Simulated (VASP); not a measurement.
# GaN (I-4m2) in VASP: notebook, part 2 of 3

VASP 6.6.1. Earlier steps stand in the parts before.

## Step 3: Single point, PBE (strain -0.030 along x and y, +0.000 along z)

INCAR reads:

```
  PREC = Accurate
  ENCUT = 520
  EDIFF = 1E-7
  ISMEAR = 0
  SIGMA = 0.05
  LREAL = False
  LASPH = True
  NELM = 100
  ALGO = Normal
  ISIF = 2
  LWAVE = False
  LCHARG = False
  GGA = PE
  NBANDS = 16
```

KPOINTS reads:

```
regular mesh
0
Gamma
  10 10 10
```

POSCAR reads:

```
GaN
1.0
    0.0000000000      2.2060113380      2.2742384928
    2.2060113380      0.0000000000      2.2742384928
    2.2060113380      2.2060113380      0.0000000000
Ga N
1 1
Direct
    0.0000000000      0.0000000000      0.0000000000
    0.7500000000      0.7500000000      0.7500000000
```

Potentials or basis: VASP PAW PBE potentials, release 64 (Ga_d, N).

Launch:

```console
> cat potpaw_PBE.64/Ga_d/POTCAR potpaw_PBE.64/N/POTCAR > POTCAR
> mpirun -np 1 vasp_std > vasp.out
```

OUTCAR:

```text
PREC = Accurate
   ENCUT = 520
   EDIFF = 1E-7
   ISMEAR = 0
   LREAL = False
   LASPH = True
   NELM = 100
   ISIF = 2
   GGA = PE

 ion  position               nearest neighbor table
   1  0.000  0.000  0.000-   2 1.93   2 1.93   2 1.93   2 1.93
   2  0.750  0.750  0.750-   1 1.93   1 1.93   1 1.93   1 1.93

  LATTYP: Found a body centered tetragonal cell.
 ALAT       =     3.1197711529
 C/A-ratio  =     1.4579521262

  Lattice vectors:

 A1 = (  -2.2060113380,   0.0000000000,   2.2742384928)
 A2 = (   2.2060113380,   0.0000000000,   2.2742384928)
 A3 = (   0.0000000000,   2.2060113380,  -2.2742384928)

Analysis of symmetry for initial positions (statically):
=====================================================================
 Subroutine PRICEL returns:
 Original cell was already a primitive cell.

 Routine SETGRP: Setting up the symmetry group for a
 body centered tetragonal supercell.

 Subroutine GETGRP returns: Found  8 space group operations
 (whereof  8 operations were pure point group operations)
 out of a pool of 16 trial point group operations.

The static configuration has the point symmetry D_2d.

Analysis of symmetry for dynamics (positions and initial velocities):
=====================================================================
 Subroutine PRICEL returns:
 Original cell was already a primitive cell.

 Routine SETGRP: Setting up the symmetry group for a
 body centered tetragonal supercell.

 Subroutine GETGRP returns: Found  8 space group operations
 (whereof  8 operations were pure point group operations)
 out of a pool of 16 trial point group operations.

The dynamic configuration has the point symmetry D_2d.

 Subroutine INISYM returns: Found  8 space group operations
 (whereof  8 operations are pure point group operations),
 and found     1 'primitive' translations

----------------------------------------------------------------------------------------

                                     Primitive cell

  volume of cell :      22.1351

  direct lattice vectors                    reciprocal lattice vectors
     0.000000000  2.206011338  2.274238493    -0.226653414  0.226653414  0.219853811
     2.206011338  0.000000000  2.274238493     0.226653414 -0.226653414  0.219853811
     2.206011338  2.206011338  0.000000000     0.226653414  0.226653414 -0.219853811

  length of vectors
     3.168382355  3.168382355  3.119771153     0.388689128  0.388689128  0.388689128

  position of ions in fractional coordinates (direct lattice)
     0.000000000  0.000000000  0.000000000
     0.750000000  0.750000000  0.750000000

  ion indices of the primitive-cell ions
   primitive index   ion index
                 1           1
                 2           2

----------------------------------------------------------------------------------------

 KPOINTS: regular mesh

Automatic generation of k-mesh.
 Grid dimensions read from file:
 generate k-points for:   10   10   10

 Generating k-lattice:

  Cartesian coordinates                     Fractional coordinates (reciprocal lattice)
    -0.022665341  0.022665341  0.021985381     0.100000000  0.000000000  0.000000000
     0.022665341 -0.022665341  0.021985381     0.000000000  0.100000000  0.000000000
     0.022665341  0.022665341 -0.021985381    -0.000000000 -0.000000000  0.100000000

  Length of vectors
     0.038868913  0.038868913  0.038868913

  Shift w.r.t. Gamma in fractional coordinates (k-lattice)
     0.000000000  0.000000000  0.000000000

 Subroutine IBZKPT returns following result:
 ===========================================

 Found    102 irreducible k-points:

 Following reciprocal coordinates:
            Coordinates               Weight
  0.000000  0.000000  0.000000      1.000000
  0.100000  0.000000  0.000000      8.000000
  0.200000  0.000000  0.000000      8.000000
  0.300000 -0.000000  0.000000      8.000000
  0.400000 -0.000000  0.000000      8.000000
  0.500000 -0.000000  0.000000      4.000000
[... 16 lines left out ...]
  0.300000  0.300000  0.000000      2.000000
  0.400000  0.300000  0.000000      8.000000
 [... further k-points ...]
   k-points           NKPTS =    102   k-points in BZ     NKDIM =    102   number of bands    NBANDS=     16
   number of dos      NEDOS =    301   number of ions     NIONS =      2
   total plane-waves  NPLWV =  13824
   dimension x,y,z NGX =    24 NGY =   24 NGZ =   24
   dimension x,y,z NGXF=    48 NGYF=   48 NGZF=   48
   ions per type =               1   1
   NGX,Y,Z   is equivalent  to a cutoff of  12.59, 12.59, 12.79 a.u.
   NGXF,Y,Z  is equivalent  to a cutoff of  25.19, 25.19, 25.58 a.u.
 SYSTEM =  unknown system
   PREC   = accura    normal or accurate (medium, high low for compatibility)
   ISTART =      0    job   : 0-new  1-cont  2-samecut
   ICHARG =      2    charge: 1-file 2-atom 10-const
   ISPIN  =      1    spin polarized calculation?
   LNONCOLLINEAR =      F non collinear calculations
   LSORBIT =      F    spin-orbit coupling
   LASPH  =      T    aspherical Exc in radial PAW
   ENCUT  =  520.0 eV  38.22 Ry    6.18 a.u.   5.89  5.89  5.80*2*pi/ulx,y,z
   NELM   =    100;   NELMIN=  2; NELMDL= -5     # of ELM steps
   EDIFF  = 0.1E-06   stopping-criterion for ELM
   LREAL  =      F    real-space projection
   EDIFFG = 0.1E-05   stopping-criterion for IOM
   NSW    =      0    number of steps for IOM
   IBRION =     -1    ionic relax: 0-MD 1-quasi-New 2-CG
   NFREE  =      0    steps in history (QN), initial steepest desc. (CG)
   ISIF   =      2    stress and relaxation
   ISYM   =      2    0-nonsym 1-usesym 2-fastsym
   POTIM  = 0.5000    time-step for ionic-motion
   TEBEG  =    0.0;   TEEND  =   0.0 temperature during run
   PSTRESS=    0.0 pullay stress
   NELECT =      18.0000    total number of electrons
   NUPDOWN=      -1.0000    fix difference up-down
   EMIN   =  10.00;   EMAX   =-10.00  energy-range for DOS
   EFERMI =   0.00;   METHOD = LEGACY
   ISMEAR =     0;   SIGMA  =   0.05  broadening in eV -4-tet -1-fermi 0-gaus
   EFERMI_NEDOS =   21; number of points for ismear=-14 and -15
   IALGO  =     38    algorithm
   IMIX   =      4    mixing-type and parameters
     AMIX     =   0.40;   BMIX     =  1.00
     AMIX_MAG =   1.60;   BMIX_MAG =  1.00
  volume/ion in A,a.u.               =      11.07        74.69
  Fermi-wavevector in a.u.,A,eV,Ry     =   1.528053  2.887602 31.768881  2.334947
  Thomas-Fermi vector in A             =   2.635865
   LORBIT       =      0    0 simple, 1 ext, 2 COOP (PROOUT), +10 PAW based schemes
   GGA     = PE    functional components
   LHFCALC =     F    Hartree Fock is set to
   AEXX    =    0.0000 exact exchange contribution
   IVDW    =     0    specifies the selected vdW correction
   LEPSILON=     F    determine dielectric tensor
   LRPA    =     F    only Hartree local field effects (RPA)
 non-spin polarized calculation
 Gauss-broadening in eV      SIGMA  =   0.05
  energy-cutoff  :      520.00
  volume of cell :       22.14
 maximum number of plane-waves:       612
   NGX = 11   NGY = 11   NGZ = 11

 number of electron      18.0000013 magnetization

 Free energy of the ion-electron system (eV)
  ---------------------------------------------------
  ext. energy  EPLUGINS =         0.00000000
  ---------------------------------------------------
  free energy    TOTEN  =       -12.09792409 eV

  energy without entropy =      -12.09792409  energy(sigma->0) =      -12.09792409

 E-fermi :   5.9053     XC(G=0): -11.8480

 val. band max:        5.7022523397   @ k =   0.0000   0.0000   0.0000
 cond. band min:       7.5895737035   @ k =   0.0000   0.0000   0.0000
 fundamental gap:      1.8873213638
 Fermi energy:         5.9053319593

 k-point     1 :       0.0000    0.0000    0.0000
  band No.  band energies     occupation
      1     -10.5718      2.00000
      2      -7.8469      2.00000
      3      -7.8112      2.00000
      4      -7.8112      2.00000
      5      -7.4704      2.00000
      6      -7.4679      2.00000
[... 8 lines left out ...]
     15      24.0971      0.00000
     16      25.1742      0.00000
[... 419 lines left out ...]
 k-point    24 :       0.4000    0.3000    0.0000
  band No.  band energies     occupation
      1      -9.4950      2.00000
      2      -7.6780      2.00000
      3      -7.5716      2.00000
      4      -7.5685      2.00000
      5      -7.4101      2.00000
      6      -6.6606      2.00000
[... 8 lines left out ...]
     15      28.6319      0.00000
     16      28.7137      0.00000

 [... further k-points ...]

------------------------ aborting loop because EDIFF is reached ----------------------------------------

  FORCE on cell =-STRESS in cart. coord.  units (eV):
  Direction    XX          YY          ZZ          XY          YZ          ZX
  --------------------------------------------------------------------------------------
  -------------------------------------------------------------------------------------
  Total        1.8223724      1.8223724      1.2880865      0.0000000      0.0000000      0.0000000
  in kB      131.9065126    131.9065126     93.2339622      0.0000000      0.0000000      0.0000000
  external PRESSURE =     119.0156624 kB  Pullay stress =       0.0000000 kB

 VOLUME and BASIS-vectors are now :
 -----------------------------------------------------------------------------
  energy-cutoff  :      520.00
  volume of cell :       22.14
      direct lattice vectors                 reciprocal lattice vectors
     0.000000000  2.206011338  2.274238493    -0.226653414  0.226653414  0.219853811
     2.206011338  0.000000000  2.274238493     0.226653414 -0.226653414  0.219853811
     2.206011338  2.206011338  0.000000000     0.226653414  0.226653414 -0.219853811

 POSITION                                       TOTAL-FORCE (eV/Angst)
 -----------------------------------------------------------------------------------
      0.00000      0.00000      0.00000         0.000000      0.000000      0.000000
      3.30902      3.30902      3.41136        -0.000000     -0.000000      0.000000
 -----------------------------------------------------------------------------------
    total drift:                               -0.000001     -0.000001     -0.000003

  FREE ENERGIE OF THE ION-ELECTRON SYSTEM (eV)
  ---------------------------------------------------
  free  energy   TOTEN  =       -12.0979240913 eV

  energy  without entropy=      -12.0979240913  energy(sigma->0) =      -12.09792409
```

OSZICAR:

```text
N       E                     dE             d eps       ncg     rms          rms(c)
DAV:   1     0.819510889902E+02    0.81951E+02   -0.93575E+03  3688   0.206E+03
DAV:   2    -0.839956812226E+01   -0.90351E+02   -0.84393E+02  3760   0.330E+02
DAV:   3    -0.140894923193E+02   -0.56899E+01   -0.56684E+01  3872   0.707E+01
DAV:   4    -0.141533717429E+02   -0.63879E-01   -0.63872E-01  4112   0.793E+00
DAV:   5    -0.141542421141E+02   -0.87037E-03   -0.87037E-03  3960   0.835E-01    0.784E+00
DAV:   6    -0.120940319169E+02    0.20602E+01   -0.48672E+00  4976   0.408E+01    0.268E+00
DAV:   7    -0.121054039090E+02   -0.11372E-01   -0.33958E-01  3616   0.650E+00    0.178E+00
DAV:   8    -0.121016539467E+02    0.37500E-02   -0.52382E-02  3816   0.335E+00    0.741E-01
DAV:   9    -0.120977135868E+02    0.39404E-02   -0.14629E-02  4944   0.288E+00    0.183E-01
DAV:  10    -0.120980139226E+02   -0.30034E-03   -0.15768E-03  3952   0.578E-01    0.825E-02
DAV:  11    -0.120979192815E+02    0.94641E-04   -0.28709E-04  4816   0.249E-01    0.113E-02
DAV:  12    -0.120979244090E+02   -0.51275E-05   -0.28928E-05  3888   0.528E-02    0.117E-02
DAV:  13    -0.120979241645E+02    0.24445E-06   -0.78918E-07  3992   0.153E-02    0.355E-03
DAV:  14    -0.120979240913E+02    0.73169E-07   -0.52031E-08  3024   0.301E-03
   1 F= -.12097924E+02 E0= -.12097924E+02  d E =-.386416E-11
```

stdout:

```text
POSCAR found type information on POSCAR GaN
 POSCAR found :  2 types and       2 ions
 scaLAPACK will be used
 LDA part: xc-table for (Slater+PW92), standard interpolation
 POSCAR, INCAR and KPOINTS ok, starting setup
 FFT: planning ... GRIDC
 FFT: planning ... GRID_SOFT
 FFT: planning ... GRID
 WAVECAR not read
 entering main loop
```

It took 18 s on 1 thread of Intel Xeon 6975P-C, shared host; peak memory 0.16 GiB.

What came out:

| Property | Result |
| --- | --- |
| Free energy | -12.0979 eV |
| Pressure | 11.9 GPa |
| Band gap on the k mesh | 1.89 eV, direct |

Stress tensor (GPa, compression positive):
```
13.19  0.00  0.00
 0.00 13.19  0.00
 0.00  0.00  9.32
```

Levels at points of the mesh, in eV from the valence-band top:
```tsv
k point	band 7	band 8	band 9	band 10	band 11	band 12
(0.00, 0.00, 0.00)	-0.15	0.00	0.00	1.89	10.44	10.44
(0.50, 0.00, 0.00)	-7.31	-1.18	-0.94	4.79	8.85	10.29
(0.50, 0.50, 0.00)	-6.54	-2.71	-2.71	3.46	7.14	11.61
(0.50, 0.00, 0.50)	-6.20	-2.95	-2.94	3.25	6.65	12.04
```

Caveat: the cell differs from its parent crystal (strain -0.030 along x and y, +0.000 along z).

(Part 2 of 3 ends here.)
